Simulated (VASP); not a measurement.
# CdS (zincblende type) (F-43m) in VASP: relaxation of cell and atoms with PBE

Aim: the relaxation of cell and atoms of CdS (zincblende type) with PBE.

Everything below comes from runs of VASP 6.6.1. Logs are shortened: lines on timing, memory, paths and dates and some standing lists are left out, and cuts for length are marked.

## Step 1: The cell of the first run

Symmetry: F-43m, No. 216, cubic system. Conventional cell: a = 5.745 Å, b = 5.745 Å, c = 5.745 Å, α = 90.00°, β = 90.00°, γ = 90.00°. Cd (site symmetry -43m) has 4 S at 2.49 Å within 3.3 Å. S (site symmetry -43m) has 4 Cd at 2.49 Å within 3.3 Å.

## Step 2: Relaxation of cell and atoms, PBE, target pressure 6.2 GPa, at which the enthalpy is minimised

INCAR

```
SYSTEM = CdS
PREC = Accurate
ENCUT = 600
EDIFF = 1E-6
ISMEAR = -1
SIGMA = 0.08
LREAL = .False.
LASPH = .True.
NELM = 80
ALGO = Normal
ISIF = 3
LWAVE = .False.
LCHARG = .False.
GGA = PE
IBRION = 2
NSW = 32
EDIFFG = -0.005
PSTRESS = 62.0
```

KPOINTS

```
Automatic mesh
0
Gamma
  12 12 12
  0 0 0
```

POSCAR

```
CdS
1.0
    0.0000000000      2.8724237528      2.8724237528
    2.8724237528      0.0000000000      2.8724237528
    2.8724237528      2.8724237528      0.0000000000
Cd S
1 1
Direct
    0.0000000000      0.0000000000      0.0000000000
    0.2500000000      0.2500000000      0.2500000000
```

Potentials or basis: VASP PAW PBE potentials, release 64 (Cd, S).

Started as:

```
> cat potpaw_PBE.64/Cd/POTCAR potpaw_PBE.64/S/POTCAR > POTCAR
> mpirun -np 1 vasp_std > vasp.out
```

OUTCAR:

```text
SYSTEM = CdS
   PREC = Accurate
   ENCUT = 600
   EDIFF = 1E-6
   ISMEAR = -1
   LREAL = .False.
   LASPH = .True.
   NELM = 80
   ISIF = 3
   GGA = PE
   IBRION = 2
   NSW = 32
   EDIFFG = -0.005
   PSTRESS = 62.0

 ion  position               nearest neighbor table
   1  0.000  0.000  0.000-   2 2.49   2 2.49   2 2.49   2 2.49
   2  0.250  0.250  0.250-   1 2.49   1 2.49   1 2.49   1 2.49

  LATTYP: Found a face centered cubic cell.
 ALAT       =     5.7448475056

  Lattice vectors:

 A1 = (   0.0000000000,   2.8724237528,   2.8724237528)
 A2 = (   2.8724237528,   0.0000000000,   2.8724237528)
 A3 = (   2.8724237528,   2.8724237528,   0.0000000000)

Analysis of symmetry for initial positions (statically):
=====================================================================
 Subroutine PRICEL returns:
 Original cell was already a primitive cell.

 Routine SETGRP: Setting up the symmetry group for a
 face centered cubic supercell.

 Subroutine GETGRP returns: Found 24 space group operations
 (whereof 24 operations were pure point group operations)
 out of a pool of 48 trial point group operations.

The static configuration has the point symmetry T_d .

Analysis of symmetry for dynamics (positions and initial velocities):
=====================================================================
 Subroutine PRICEL returns:
 Original cell was already a primitive cell.

 Routine SETGRP: Setting up the symmetry group for a
 face centered cubic supercell.

 Subroutine GETGRP returns: Found 24 space group operations
 (whereof 24 operations were pure point group operations)
 out of a pool of 48 trial point group operations.

The dynamic configuration has the point symmetry T_d .

 Subroutine INISYM returns: Found 24 space group operations
 (whereof 24 operations are pure point group operations),
 and found     1 'primitive' translations

----------------------------------------------------------------------------------------

                                     Primitive cell

  volume of cell :      47.3997

  direct lattice vectors                    reciprocal lattice vectors
     0.000000000  2.872423753  2.872423753    -0.174069024  0.174069024  0.174069024
     2.872423753  0.000000000  2.872423753     0.174069024 -0.174069024  0.174069024
     2.872423753  2.872423753  0.000000000     0.174069024  0.174069024 -0.174069024

  length of vectors
     4.062220628  4.062220628  4.062220628     0.301496394  0.301496394  0.301496394

  position of ions in fractional coordinates (direct lattice)
     0.000000000  0.000000000  0.000000000
     0.250000000  0.250000000  0.250000000

  ion indices of the primitive-cell ions
   primitive index   ion index
                 1           1
                 2           2

----------------------------------------------------------------------------------------

 KPOINTS: Automatic mesh

Automatic generation of k-mesh.
 Grid dimensions read from file:
 generate k-points for:   12   12   12

 Generating k-lattice:

  Cartesian coordinates                     Fractional coordinates (reciprocal lattice)
    -0.014505752  0.014505752  0.014505752     0.083333333  0.000000000  0.000000000
     0.014505752 -0.014505752  0.014505752     0.000000000  0.083333333  0.000000000
     0.014505752  0.014505752 -0.014505752     0.000000000  0.000000000  0.083333333

  Length of vectors
     0.025124700  0.025124700  0.025124700

  Shift w.r.t. Gamma in fractional coordinates (k-lattice)
     0.000000000  0.000000000  0.000000000

 Subroutine IBZKPT returns following result:
 ===========================================

 Found     72 irreducible k-points:

 Following reciprocal coordinates:
            Coordinates               Weight
  0.000000  0.000000  0.000000      1.000000
  0.083333  0.000000  0.000000      8.000000
  0.166667  0.000000  0.000000      8.000000
  0.250000  0.000000  0.000000      8.000000
  0.333333  0.000000  0.000000      8.000000
  0.416667  0.000000  0.000000      8.000000
[... 16 lines left out ...]
  0.500000  0.166667  0.000000     24.000000
 -0.416667  0.166667  0.000000     24.000000
 [... further k-points ...]
   k-points           NKPTS =     72   k-points in BZ     NKDIM =     72   number of bands    NBANDS=     13
   number of dos      NEDOS =    301   number of ions     NIONS =      2
   total plane-waves  NPLWV =  32768
   dimension x,y,z NGX =    32 NGY =   32 NGZ =   32
   dimension x,y,z NGXF=    64 NGYF=   64 NGZF=   64
   ions per type =               1   1
   NGX,Y,Z   is equivalent  to a cutoff of  13.10, 13.10, 13.10 a.u.
   NGXF,Y,Z  is equivalent  to a cutoff of  26.19, 26.19, 26.19 a.u.
 SYSTEM =  CdS
   PREC   = accura    normal or accurate (medium, high low for compatibility)
   ISTART =      0    job   : 0-new  1-cont  2-samecut
   ICHARG =      2    charge: 1-file 2-atom 10-const
   ISPIN  =      1    spin polarized calculation?
   LNONCOLLINEAR =      F non collinear calculations
   LSORBIT =      F    spin-orbit coupling
   LASPH  =      T    aspherical Exc in radial PAW
   ENCUT  =  600.0 eV  44.10 Ry    6.64 a.u.   8.11  8.11  8.11*2*pi/ulx,y,z
   NELM   =     80;   NELMIN=  2; NELMDL= -5     # of ELM steps
   EDIFF  = 0.1E-05   stopping-criterion for ELM
   LREAL  =      F    real-space projection
   EDIFFG = -.5E-02   stopping-criterion for IOM
   NSW    =     32    number of steps for IOM
   IBRION =      2    ionic relax: 0-MD 1-quasi-New 2-CG
   NFREE  =      1    steps in history (QN), initial steepest desc. (CG)
   ISIF   =      3    stress and relaxation
   ISYM   =      2    0-nonsym 1-usesym 2-fastsym
   POTIM  = 0.5000    time-step for ionic-motion
   TEBEG  =    0.0;   TEEND  =   0.0 temperature during run
   PSTRESS=   62.0 pullay stress
   NELECT =      18.0000    total number of electrons
   NUPDOWN=      -1.0000    fix difference up-down
   EMIN   =  10.00;   EMAX   =-10.00  energy-range for DOS
   EFERMI =   0.00;   METHOD = LEGACY
   ISMEAR =    -1;   SIGMA  =   0.08  broadening in eV -4-tet -1-fermi 0-gaus
   EFERMI_NEDOS =   21; number of points for ismear=-14 and -15
   IALGO  =     38    algorithm
   IMIX   =      4    mixing-type and parameters
     AMIX     =   0.40;   BMIX     =  1.00
     AMIX_MAG =   1.60;   BMIX_MAG =  1.00
  volume/ion in A,a.u.               =      23.70       159.93
  Fermi-wavevector in a.u.,A,eV,Ry     =   1.185515  2.240299 19.122260  1.405446
  Thomas-Fermi vector in A             =   2.321707
   LORBIT       =      0    0 simple, 1 ext, 2 COOP (PROOUT), +10 PAW based schemes
   GGA     = PE    functional components
   LHFCALC =     F    Hartree Fock is set to
   AEXX    =    0.0000 exact exchange contribution
   IVDW    =     0    specifies the selected vdW correction
   LEPSILON=     F    determine dielectric tensor
   LRPA    =     F    only Hartree local field effects (RPA)
 conjugate gradient relaxation of ions
 non-spin polarized calculation
  energy-cutoff  :      600.00
  volume of cell :       47.40
 maximum number of plane-waves:      1604
   NGX = 17   NGY = 17   NGZ = 17

--------------------------------------- Ionic step        1  -------------------------------------------

 number of electron      17.9999996 magnetization

 Free energy of the ion-electron system (eV)
  ---------------------------------------------------
  ext. energy  EPLUGINS =         0.00000000
  ---------------------------------------------------
  free energy    TOTEN  =        -6.05410486 eV

  energy without entropy =       -6.05410157  energy(sigma->0) =       -6.05410322

------------------------ aborting loop because EDIFF is reached ----------------------------------------

  FORCE on cell =-STRESS in cart. coord.  units (eV):
  Direction    XX          YY          ZZ          XY          YZ          ZX
  --------------------------------------------------------------------------------------
  -------------------------------------------------------------------------------------
  Total        1.9510292      1.9510292      1.9510292      0.0000000     -0.0000000     -0.0000000
  in kB       65.9475737     65.9475737     65.9475737      0.0000000     -0.0000000     -0.0000000
  external PRESSURE =       3.9475737 kB  Pullay stress =      62.0000000 kB
[... 137 lines left out ...]
  enthalpy is  TOTEN    =        -4.2201343166 eV   P V=        1.8437650135

--------------------------------------- Ionic step        5  -------------------------------------------

 number of electron      17.9999997 magnetization

 Free energy of the ion-electron system (eV)
  ---------------------------------------------------
  ext. energy  EPLUGINS =         0.00000000
  ---------------------------------------------------
  free energy    TOTEN  =        -6.06352491 eV

  energy without entropy =       -6.06352140  energy(sigma->0) =       -6.06352316

 E-fermi :   2.4130     XC(G=0):  -9.3421

 val. band max:        1.6738654934   @ k =   0.0000   0.0000   0.0000
 cond. band min:       2.9119788633   @ k =   0.0000   0.0000   0.0000
 fundamental gap:      1.2381133699
 Fermi energy:         2.4130334235

 k-point     1 :       0.0000    0.0000    0.0000
  band No.  band energies     occupation
      1     -10.9560      2.00000
      2      -6.2140      2.00000
      3      -6.2140      2.00000
      4      -6.2140      2.00000
      5      -5.6760      2.00000
      6      -5.6760      2.00000
      7       1.6739      1.99981
      8       1.6739      1.99981
      9       1.6739      1.99981
     10       2.9120      0.00390
     11       8.2070      0.00000
     12       8.2070      0.00000
     13       8.2070      0.00000
[... 353 lines left out ...]
 k-point    24 :      -0.4167    0.1667    0.0000
  band No.  band energies     occupation
      1     -10.4491      2.00000
      2      -6.0537      2.00000
      3      -6.0222      2.00000
      4      -5.6819      2.00000
      5      -5.6466      2.00000
      6      -5.1926      2.00000
      7      -2.7521      2.00000
      8      -0.0845      2.00000
      9       0.6443      2.00000
     10       5.6999      0.00000
     11       7.7655      0.00000
     12       9.2582      0.00000
     13       9.4673      0.00000

 [... further k-points ...]

------------------------ aborting loop because EDIFF is reached ----------------------------------------

  FORCE on cell =-STRESS in cart. coord.  units (eV):
  Direction    XX          YY          ZZ          XY          YZ          ZX
  --------------------------------------------------------------------------------------
  -------------------------------------------------------------------------------------
  Total        1.8391843      1.8391843      1.8391843     -0.0000000     -0.0000000      0.0000000
  in kB       61.8585583     61.8585583     61.8585583     -0.0000000     -0.0000000      0.0000000
  external PRESSURE =      -0.1414417 kB  Pullay stress =      62.0000000 kB
[... 17 lines left out ...]
  FREE ENERGIE OF THE ION-ELECTRON SYSTEM (eV)
  ---------------------------------------------------
  free  energy   TOTEN  =        -6.0635249081 eV

  energy  without entropy=       -6.0635214047  energy(sigma->0) =       -6.06352316

  enthalpy is  TOTEN    =        -4.2201352145 eV   P V=        1.8433896937

 reached required accuracy - stopping structural energy minimisation
```

It took 96 s on 1 thread of Intel Xeon Platinum 8488C (Sapphire Rapids), shared host; peak memory 0.22 GiB.

Results:

| Property | Result |
| --- | --- |
| Free energy | -6.0635 eV |
| Relaxed volume | 23.82 Å³/atom |
| Relaxed cell | a = 4.069 Å, b = 4.069 Å, c = 4.069 Å, α = 60.00°, β = 60.00°, γ = 60.00° |
| Space group after relaxing (to 0.1 Å) | F-43m (No. 216) |
| Energy change on relaxing (the run minimises the enthalpy) | -4.7 meV/atom |
| Ionic steps | 5 |
| Pressure after relaxing | 6.2 GPa |
| Band gap on the k mesh | 1.24 eV |

Step by step:
```tsv
step	energy change (eV)	largest force (eV/Å)	pressure (GPa)	volume (Å³)
1	0.0000	0.0000	6.59	47.40
2	-0.0157	0.0000	5.91	47.80
3	-0.0090	0.0000	6.24	47.63
4	-0.0098	0.0000	6.17	47.65
5	-0.0094	0.0000	6.19	47.64
```

Final structure:
```xyz
2
Lattice="0.0000 2.8772 2.8772 2.8772 0.0000 2.8772 2.8772 2.8772 0.0000" Properties=species:S:1:pos:R:3 pbc="T T T"
Cd    0.0000    0.0000    0.0000
S     1.4386    1.4386    1.4386
```

Caveat: the cell is relaxed towards a set pressure, so the run minimises the enthalpy, not the energy.
